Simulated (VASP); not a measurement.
# KMgF3 (Cmmm) in VASP: further runs

KMgF3 is run at these levels: PBE; tasks: single point.

Everything below comes from runs of VASP 6.6.1. Logs are shortened: lines on timing, memory, paths and dates and some standing lists are left out, and cuts for length are marked.

## (1) The cell of the first run

The structure is orthorhombic, space group Cmmm (No. 65). Conventional cell: a = 5.609 Å, b = 5.665 Å, c = 3.986 Å, α = 90.00°, β = 90.00°, γ = 90.00°. K (site symmetry mmm) has 12 F at 2.80 to 2.83 Å and 8 Mg at 3.44 to 3.46 Å within 3.7 Å. Mg (site symmetry mmm) has 6 F at 1.99 Å within 2.6 Å. Within 2.6 Å of F (site symmetry 2/m) lie 2 Mg at 1.99 Å. Within 2.6 Å of F (site symmetry mmm) lie 2 Mg at 1.99 Å.

## (2) Single point, PBE (strain -0.0100 x Voigt [0, 0, 0, 0, 0, 1])

Input file INCAR:

```
PREC = Accurate
ENCUT = 520
EDIFF = 1E-7
ISMEAR = 0
SIGMA = 0.05
LREAL = False
LASPH = True
NELM = 60
ALGO = Normal
ISIF = 2
LWAVE = False
LCHARG = False
GGA = PE
NBANDS = 24
```

Input file KPOINTS:

```
regular mesh
0
Gamma
  6 6 6
```

Input file POSCAR:

```
KMgF3
1.0
    3.9859000000     -0.0199295000      0.0000000000
   -0.0199295000      3.9859000000      0.0000000000
    0.0000000000      0.0000000000      3.9859000000
K Mg F
1 1 3
Direct
    0.5000000000      0.5000000000      0.5000000000
    0.0000000000      0.0000000000      0.0000000000
    0.5000000000      0.0000000000      0.0000000000
    0.0000000000      0.5000000000      0.0000000000
    0.0000000000      0.0000000000      0.5000000000
```

Potentials or basis: VASP PAW PBE potentials, release 64 (K_sv, Mg, F).

Started as:

```sh
$ cat potpaw_PBE.64/K_sv/POTCAR potpaw_PBE.64/Mg/POTCAR potpaw_PBE.64/F/POTCAR > POTCAR
$ mpirun -np 1 vasp_std > vasp.out
```

OUTCAR:

```text
PREC = Accurate
   ENCUT = 520
   EDIFF = 1E-7
   ISMEAR = 0
   LREAL = False
   LASPH = True
   NELM = 60
   ISIF = 2
   GGA = PE

 ion  position               nearest neighbor table
   1  0.500  0.500  0.500-   5 2.80   5 2.80   3 2.82   3 2.82   4 2.82   3 2.82   3 2.82   4 2.82
                             4 2.82   4 2.82   5 2.83   5 2.83   2 3.44   2 3.44   2 3.44   2 3.44
   2  0.000  0.000  0.000-   5 1.99   5 1.99   3 1.99   4 1.99   4 1.99   3 1.99   1 3.44   1 3.44
                             1 3.44   1 3.44   1 3.46   1 3.46   1 3.46   1 3.46
   3  0.500  0.000  0.000-   2 1.99   2 1.99   1 2.82   1 2.82   1 2.82   1 2.82
   4  0.000  0.500  0.000-   2 1.99   2 1.99   1 2.82   1 2.82   1 2.82   1 2.82
   5  0.000  0.000  0.500-   2 1.99   2 1.99   1 2.80   1 2.80   1 2.83   1 2.83

  LATTYP: Found a base centered orthorhombic cell.
 ALAT       =     5.6087292691
 B/A-ratio  =     1.0100502513
 C/A-ratio  =     0.7106600816

  Lattice vectors:

 A1 = (   3.9859000000,  -0.0199295000,   0.0000000000)
 A2 = (  -0.0199295000,   3.9859000000,   0.0000000000)
 A3 = (   0.0000000000,   0.0000000000,   3.9859000000)

Analysis of symmetry for initial positions (statically):
=====================================================================
 Subroutine PRICEL returns:
 Original cell was already a primitive cell.

 Routine SETGRP: Setting up the symmetry group for a
 base centered orthorhombic supercell.

 Subroutine GETGRP returns: Found  8 space group operations
 (whereof  8 operations were pure point group operations)
 out of a pool of  8 trial point group operations.

The static configuration has the point symmetry D_2h.

Analysis of symmetry for dynamics (positions and initial velocities):
=====================================================================
 Subroutine PRICEL returns:
 Original cell was already a primitive cell.

 Routine SETGRP: Setting up the symmetry group for a
 base centered orthorhombic supercell.

 Subroutine GETGRP returns: Found  8 space group operations
 (whereof  8 operations were pure point group operations)
 out of a pool of  8 trial point group operations.

The dynamic configuration has the point symmetry D_2h.

 Subroutine INISYM returns: Found  8 space group operations
 (whereof  8 operations are pure point group operations),
 and found     1 'primitive' translations

----------------------------------------------------------------------------------------

                                     Primitive cell

  volume of cell :      63.3240

  direct lattice vectors                    reciprocal lattice vectors
     3.985900000 -0.019929500  0.000000000     0.250890640  0.001254453  0.000000000
    -0.019929500  3.985900000  0.000000000     0.001254453  0.250890640  0.000000000
     0.000000000  0.000000000  3.985900000     0.000000000  0.000000000  0.250884367

  length of vectors
     3.985949823  3.985949823  3.985900000     0.250893776  0.250893776  0.250884367

  position of ions in fractional coordinates (direct lattice)
     0.500000000  0.500000000  0.500000000
     0.000000000  0.000000000  0.000000000
     0.500000000  0.000000000  0.000000000
     0.000000000  0.500000000  0.000000000
     0.000000000  0.000000000  0.500000000

  ion indices of the primitive-cell ions
   primitive index   ion index
                 1           1
                 2           2
                 3           3
                 4           4
                 5           5

----------------------------------------------------------------------------------------

 KPOINTS: regular mesh

Automatic generation of k-mesh.
 Grid dimensions read from file:
 generate k-points for:    6    6    6

 Generating k-lattice:

  Cartesian coordinates                     Fractional coordinates (reciprocal lattice)
     0.041815107  0.000209076  0.000000000     0.166666667  0.000000000  0.000000000
     0.000209076  0.041815107  0.000000000     0.000000000  0.166666667  0.000000000
     0.000000000  0.000000000  0.041814061     0.000000000  0.000000000  0.166666667

  Length of vectors
     0.041815629  0.041815629  0.041814061

  Shift w.r.t. Gamma in fractional coordinates (k-lattice)
     0.000000000  0.000000000  0.000000000

 Subroutine IBZKPT returns following result:
 ===========================================

 Found     52 irreducible k-points:

 Following reciprocal coordinates:
            Coordinates               Weight
  0.000000  0.000000  0.000000      1.000000
  0.166667 -0.000000  0.000000      4.000000
  0.333333 -0.000000  0.000000      4.000000
  0.500000  0.000000  0.000000      2.000000
  0.166667  0.166667  0.000000      2.000000
  0.333333  0.166667  0.000000      4.000000
[... 16 lines left out ...]
  0.333333  0.333333  0.166667      4.000000
  0.500000  0.333333  0.166667      8.000000
 [... further k-points ...]
   k-points           NKPTS =     52   k-points in BZ     NKDIM =     52   number of bands    NBANDS=     24
   number of dos      NEDOS =    301   number of ions     NIONS =      5
   total plane-waves  NPLWV =  27000
   dimension x,y,z NGX =    30 NGY =   30 NGZ =   30
   dimension x,y,z NGXF=    60 NGYF=   60 NGZF=   60
   ions per type =               1   1   3
   NGX,Y,Z   is equivalent  to a cutoff of  12.51, 12.51, 12.51 a.u.
   NGXF,Y,Z  is equivalent  to a cutoff of  25.02, 25.02, 25.03 a.u.
 SYSTEM =  unknown system
   PREC   = accura    normal or accurate (medium, high low for compatibility)
   ISTART =      0    job   : 0-new  1-cont  2-samecut
   ICHARG =      2    charge: 1-file 2-atom 10-const
   ISPIN  =      1    spin polarized calculation?
   LNONCOLLINEAR =      F non collinear calculations
   LSORBIT =      F    spin-orbit coupling
   LASPH  =      T    aspherical Exc in radial PAW
   ENCUT  =  520.0 eV  38.22 Ry    6.18 a.u.   7.41  7.41  7.41*2*pi/ulx,y,z
   NELM   =     60;   NELMIN=  2; NELMDL= -5     # of ELM steps
   EDIFF  = 0.1E-06   stopping-criterion for ELM
   LREAL  =      F    real-space projection
   EDIFFG = 0.1E-05   stopping-criterion for IOM
   NSW    =      0    number of steps for IOM
   IBRION =     -1    ionic relax: 0-MD 1-quasi-New 2-CG
   NFREE  =      0    steps in history (QN), initial steepest desc. (CG)
   ISIF   =      2    stress and relaxation
   ISYM   =      2    0-nonsym 1-usesym 2-fastsym
   POTIM  = 0.5000    time-step for ionic-motion
   TEBEG  =    0.0;   TEEND  =   0.0 temperature during run
   PSTRESS=    0.0 pullay stress
   NELECT =      32.0000    total number of electrons
   NUPDOWN=      -1.0000    fix difference up-down
   EMIN   =  10.00;   EMAX   =-10.00  energy-range for DOS
   EFERMI =   0.00;   METHOD = LEGACY
   ISMEAR =     0;   SIGMA  =   0.05  broadening in eV -4-tet -1-fermi 0-gaus
   EFERMI_NEDOS =   21; number of points for ismear=-14 and -15
   IALGO  =     38    algorithm
   IMIX   =      4    mixing-type and parameters
     AMIX     =   0.40;   BMIX     =  1.00
     AMIX_MAG =   1.60;   BMIX_MAG =  1.00
  volume/ion in A,a.u.               =      12.66        85.47
  Fermi-wavevector in a.u.,A,eV,Ry     =   1.303973  2.464152 23.134618  1.700346
  Thomas-Fermi vector in A             =   2.434940
   LORBIT       =      0    0 simple, 1 ext, 2 COOP (PROOUT), +10 PAW based schemes
   GGA     = PE    functional components
   LHFCALC =     F    Hartree Fock is set to
   AEXX    =    0.0000 exact exchange contribution
   IVDW    =     0    specifies the selected vdW correction
   LEPSILON=     F    determine dielectric tensor
   LRPA    =     F    only Hartree local field effects (RPA)
 non-spin polarized calculation
 Gauss-broadening in eV      SIGMA  =   0.05
  energy-cutoff  :      520.00
  volume of cell :       63.32
 maximum number of plane-waves:      1743
 NGX is ok and might be reduce to    30
   NGX = 15   NGY = 15   NGZ = 15

 number of electron      31.9999957 magnetization

 Free energy of the ion-electron system (eV)
  ---------------------------------------------------
  ext. energy  EPLUGINS =         0.00000000
  ---------------------------------------------------
  free energy    TOTEN  =       -24.41356981 eV

  energy without entropy =      -24.41356981  energy(sigma->0) =      -24.41356981

 E-fermi :  -1.2740     XC(G=0):  -9.6842

 val. band max:       -1.5981605813   @ k =   0.5000   0.5000   0.5000
 cond. band min:       5.7036225416   @ k =   0.0000   0.0000   0.0000
 fundamental gap:      7.3017831229
 Fermi energy:        -1.2739972076

 k-point     1 :       0.0000    0.0000    0.0000
  band No.  band energies     occupation
      1     -27.2546      2.00000
      2     -21.7201      2.00000
      3     -21.0669      2.00000
      4     -21.0662      2.00000
      5     -10.7519      2.00000
      6     -10.7469      2.00000
[... 16 lines left out ...]
     23      12.4147      0.00000
     24      15.3046      0.00000

 k-point     2 :       0.1667   -0.0000    0.0000
  band No.  band energies     occupation
      1     -27.2475      2.00000
      2     -21.6902      2.00000
      3     -21.1032      2.00000
      4     -21.0641      2.00000
      5     -10.7444      2.00000
      6     -10.7331      2.00000
[... 16 lines left out ...]
     23      12.4095      0.00000
     24      15.1803      0.00000

 k-point     3 :       0.3333   -0.0000    0.0000
  band No.  band energies     occupation
      1     -27.2334      2.00000
      2     -21.6163      2.00000
      3     -21.1909      2.00000
      4     -21.0598      2.00000
      5     -10.7359      2.00000
      6     -10.7054      2.00000
[... 16 lines left out ...]
     23      12.3625      0.00000
     24      14.7831      0.00000
[... 514 lines left out ...]
 k-point    23 :       0.3333    0.3333    0.1667
  band No.  band energies     occupation
      1     -27.2123      2.00000
      2     -21.4599      2.00000
      3     -21.2216      2.00000
      4     -21.1553      2.00000
      5     -10.8153      2.00000
      6     -10.7901      2.00000
[... 16 lines left out ...]
     23      12.9012      0.00000
     24      13.5814      0.00000

 k-point    24 :       0.5000    0.3333    0.1667
  band No.  band energies     occupation
      1     -27.2073      2.00000
      2     -21.3946      2.00000
      3     -21.2612      2.00000
      4     -21.1716      2.00000
      5     -10.8264      2.00000
      6     -10.8161      2.00000
[... 16 lines left out ...]
     23      12.6822      0.00000
     24      13.6842      0.00000

 [... further k-points ...]
[... 5 lines left out ...]
  --------------------------------------------------------------------------------------
  -------------------------------------------------------------------------------------
  Total        1.3360766      1.3360766      1.3347659      0.1917262      0.0000000      0.0000000
  in kB       33.8044278     33.8044278     33.7712667      4.8509167      0.0000000      0.0000000
  external PRESSURE =      33.7933741 kB  Pullay stress =       0.0000000 kB

 VOLUME and BASIS-vectors are now :
 -----------------------------------------------------------------------------
  energy-cutoff  :      520.00
  volume of cell :       63.32
      direct lattice vectors                 reciprocal lattice vectors
     3.985900000 -0.019929500  0.000000000     0.250890640  0.001254453  0.000000000
    -0.019929500  3.985900000  0.000000000     0.001254453  0.250890640  0.000000000
     0.000000000  0.000000000  3.985900000     0.000000000  0.000000000  0.250884367

 POSITION                                       TOTAL-FORCE (eV/Angst)
 -----------------------------------------------------------------------------------
      1.98299      1.98299      1.99295         0.000000      0.000000      0.000000
      0.00000      0.00000      0.00000        -0.000000      0.000000      0.000000
      1.99295     -0.00996      0.00000        -0.000000      0.000000      0.000000
     -0.00996      1.99295      0.00000        -0.000000      0.000000      0.000000
      0.00000      0.00000      1.99295        -0.000000      0.000000      0.000000
 -----------------------------------------------------------------------------------
    total drift:                                0.000000     -0.000000      0.000000

  FREE ENERGIE OF THE ION-ELECTRON SYSTEM (eV)
  ---------------------------------------------------
  free  energy   TOTEN  =       -24.4135698085 eV

  energy  without entropy=      -24.4135698085  energy(sigma->0) =      -24.41356981
```

Wall time 28 s (1 thread of Intel Xeon 6975P-C (Granite Rapids), shared host); peak memory 0.21 GiB.

What came out:

```yaml
Free_energy: -24.4136 eV
Pressure: 3.4 GPa
Band_gap_on_the_k_mesh: 7.30 eV, indirect (least direct gap 7.61 eV)
```

Levels at points of the mesh, in eV from the valence-band top:
```
           k point  band 13  band 14  band 15  band 16  band 17  band 18  band 19  band 20
(0.00, 0.00, 0.00)    -0.61    -0.34    -0.33    -0.31     7.30    10.08    10.08    12.21
(0.50, 0.00, 0.00)    -0.86    -0.86    -0.53    -0.53    10.11    10.44    11.12    12.81
(0.50, 0.50, 0.00)    -1.03    -0.90    -0.89    -0.02    10.91    11.70    12.62    12.64
(0.00, 0.00, 0.50)    -0.87    -0.86    -0.57    -0.50    10.12    10.44    11.12    12.77
(0.50, 0.00, 0.50)    -1.04    -0.90    -0.90    -0.02    10.91    11.70    12.63    12.63
(0.50, 0.50, 0.50)    -1.12    -0.01     0.00     0.00    10.41    10.44    10.47    13.99
```

Caveat: the cell differs from its parent crystal (strain -0.0100 x Voigt [0, 0, 0, 0, 0, 1]).

## (3) Single point, PBE (strain +0.0050 x Voigt [0, 0, 0, 0, 0, 1])

Input file INCAR:

```
ALGO = Normal
EDIFF = 1E-7
ENCUT = 520
GGA = PE
ISIF = 2
ISMEAR = 0
LASPH = T
LCHARG = F
LREAL = F
LWAVE = F
NBANDS = 24
NELM = 60
PREC = Accurate
SIGMA = 0.05
```

Input file KPOINTS:

```
k-points
0
Gamma
  6 6 6
```

POSCAR: that of step 2 with these lines changed.

```diff
@@ -2,4 +2,4 @@
 1.0
-    3.9859000000     -0.0199295000      0.0000000000
-   -0.0199295000      3.9859000000      0.0000000000
+    3.9859000000      0.0099647500      0.0000000000
+    0.0099647500      3.9859000000      0.0000000000
     0.0000000000      0.0000000000      3.9859000000
```

Potentials or basis: VASP PAW PBE potentials, release 64 (K_sv, Mg, F).

Started as:

```sh
$ cat potpaw_PBE.64/K_sv/POTCAR potpaw_PBE.64/Mg/POTCAR potpaw_PBE.64/F/POTCAR > POTCAR
$ mpirun -np 1 vasp_std > vasp.out
```

It took 28 s on 1 thread of Intel Xeon 6975P-C (Granite Rapids), shared host; peak memory 0.21 GiB.

The run converged. Its results:

| Item | Value |
| --- | --- |
| Free energy | -24.4143 eV |
| Pressure | 3.4 GPa |
| Band gap on the k mesh | 7.30 eV, indirect (least direct gap 7.62 eV) |

Stress tensor (GPa, compression positive):
```
 3.38 -0.24  0.00
-0.24  3.38  0.00
 0.00  0.00  3.38
```

Levels at points of the mesh, in eV from the valence-band top:
```tsv
k point	band 13	band 14	band 15	band 16	band 17	band 18	band 19	band 20
(0.00, 0.00, 0.00)	-0.62	-0.33	-0.32	-0.31	7.30	10.08	10.08	12.22
(0.50, 0.00, 0.00)	-0.86	-0.86	-0.53	-0.53	10.12	10.45	11.12	12.81
(0.50, 0.50, 0.00)	-1.03	-0.90	-0.89	-0.02	10.92	11.70	12.63	12.64
(0.00, 0.00, 0.50)	-0.86	-0.86	-0.55	-0.51	10.12	10.45	11.12	12.79
(0.50, 0.00, 0.50)	-1.04	-0.90	-0.90	-0.02	10.92	11.70	12.63	12.63
(0.50, 0.50, 0.50)	-1.12	0.00	0.00	0.00	10.43	10.44	10.46	14.00
```

Caveat: the cell differs from its parent crystal (strain +0.0050 x Voigt [0, 0, 0, 0, 0, 1]). A k mesh can miss the band edges.

## (4) Single point, PBE (strain +0.0175 x Voigt [0, 0, 0, 0, 0, 1])

Input file INCAR:

```
PREC = Accurate
ENCUT = 520
EDIFF = 1E-6
ISMEAR = 0
SIGMA = 0.05
LREAL = False
LASPH = True
NELM = 100
ALGO = Normal
ISIF = 2
LWAVE = False
LCHARG = False
GGA = PE
NBANDS = 24
```

Input file KPOINTS:

```
regular mesh
0
Gamma
  6 6 6
```

POSCAR: that of step 3 with these lines changed.

```diff
@@ -2,4 +2,4 @@
 1.0
-    3.9859000000      0.0099647500      0.0000000000
-    0.0099647500      3.9859000000      0.0000000000
+    3.9859000000      0.0348766250      0.0000000000
+    0.0348766250      3.9859000000      0.0000000000
     0.0000000000      0.0000000000      3.9859000000
```

Started as:

```sh
$ cat potpaw_PBE.64/K_sv/POTCAR potpaw_PBE.64/Mg/POTCAR potpaw_PBE.64/F/POTCAR > POTCAR
$ mpirun -np 1 vasp_std > vasp.out
```

Run time: 26 s. Hardware: 1 thread of Intel Xeon 6975P-C (Granite Rapids), shared host; peak memory 0.21 GiB.

The run converged. Its results:

```
Free energy            : -24.4116 eV
Pressure               : 3.4 GPa
Band gap on the k mesh : 7.30 eV, indirect (least direct gap 7.59 eV)
```

Stress tensor (GPa, compression positive):
```
 3.37 -0.85  0.00
-0.85  3.37  0.00
 0.00  0.00  3.36
```

Levels at points of the mesh, in eV from the valence-band top:
```csv
k point,band 13,band 14,band 15,band 16,band 17,band 18,band 19,band 20
"(0.00, 0.00, 0.00)",-0.61,-0.36,-0.33,-0.29,7.30,10.07,10.08,12.19
"(0.50, 0.00, 0.00)",-0.87,-0.86,-0.53,-0.53,10.11,10.44,11.11,12.80
"(0.50, 0.50, 0.00)",-1.02,-0.91,-0.89,-0.02,10.91,11.69,12.61,12.65
"(0.00, 0.00, 0.50)",-0.87,-0.86,-0.59,-0.47,10.11,10.44,11.12,12.74
"(0.50, 0.00, 0.50)",-1.04,-0.90,-0.90,-0.03,10.91,11.69,12.62,12.63
"(0.50, 0.50, 0.50)",-1.12,-0.01,0.00,0.00,10.39,10.44,10.49,13.99
```

Caveat: the cell differs from its parent crystal (strain +0.0175 x Voigt [0, 0, 0, 0, 0, 1]). A k mesh can miss the band edges.

## (5) Single point, PBE (strain +0.0125 x Voigt [0, 0, 0, 0, 0, 1])

Input file INCAR:

```
ALGO = Normal
EDIFF = 1E-6
ENCUT = 520
GGA = PE
ISIF = 2
ISMEAR = 0
LASPH = T
LCHARG = T
LELF = T
LREAL = F
LVHAR = T
LWAVE = F
NBANDS = 24
NELM = 100
PREC = Accurate
SIGMA = 0.05
```

Input file KPOINTS:

```
k-points
0
Gamma
  6 6 6
```

POSCAR: that of step 4 with these lines changed.

```diff
@@ -2,4 +2,4 @@
 1.0
-    3.9859000000      0.0348766250      0.0000000000
-    0.0348766250      3.9859000000      0.0000000000
+    3.9859000000      0.0249118750      0.0000000000
+    0.0249118750      3.9859000000      0.0000000000
     0.0000000000      0.0000000000      3.9859000000
```

Started as:

```sh
$ cat potpaw_PBE.64/K_sv/POTCAR potpaw_PBE.64/Mg/POTCAR potpaw_PBE.64/F/POTCAR > POTCAR
$ mpirun -np 1 vasp_std > vasp.out
```

Wall time 27 s (1 thread of Intel Xeon 6975P-C (Granite Rapids), shared host); peak memory 0.21 GiB.

Results (log left out):

```
Free energy            : -24.4130 eV
Pressure               : 3.4 GPa
Band gap on the k mesh : 7.30 eV, indirect (least direct gap 7.60 eV)
```

Stress tensor (GPa, compression positive):
```
 3.37 -0.61  0.00
-0.61  3.37  0.00
 0.00  0.00  3.36
```

Levels at points of the mesh, in eV from the valence-band top:
```tsv
k point	band 12	band 13	band 14	band 15	band 16	band 17	band 18	band 19	band 20	band 21
(0.00, 0.00, 0.00)	-0.63	-0.61	-0.35	-0.33	-0.30	7.30	10.07	10.08	12.20	12.23
(0.50, 0.00, 0.00)	-0.87	-0.86	-0.86	-0.53	-0.53	10.11	10.44	11.11	12.80	12.82
(0.50, 0.50, 0.00)	-1.05	-1.03	-0.90	-0.89	-0.02	10.91	11.70	12.62	12.64	12.81
(0.00, 0.00, 0.50)	-0.87	-0.87	-0.86	-0.58	-0.49	10.11	10.44	11.12	12.76	12.83
(0.50, 0.00, 0.50)	-1.04	-1.04	-0.90	-0.90	-0.02	10.91	11.69	12.63	12.63	12.83
(0.50, 0.50, 0.50)	-1.12	-1.12	-0.01	0.00	0.00	10.40	10.44	10.48	13.99	14.07
```

Caveat: the cell differs from its parent crystal (strain +0.0125 x Voigt [0, 0, 0, 0, 0, 1]). A k mesh can miss the band edges.

## (6) Summary

```csv
cell,gap on the mesh (eV),pressure (GPa)
"a = 3.986 Å, angles 90.0, 90.0, 90.6°, 5 atoms",7.30,3.4
"a = 3.986 Å, angles 90.0, 90.0, 89.7°, 5 atoms",7.30,3.4
"a = 3.986 Å, angles 90.0, 90.0, 89.0°, 5 atoms",7.30,3.4
"a = 3.986 Å, angles 90.0, 90.0, 89.3°, 5 atoms",7.30,3.4
```

Alike in all rows: task single point; level PBE; potentials or basis VASP PAW PBE potentials, release 64 (K_sv, Mg, F); no spin polarisation; k mesh 6 × 6 × 6; cutoff (eV) 520; smearing gaussian 0.05 eV.

Total energies depend on the potentials used, so only differences within one code and one set of settings carry meaning.
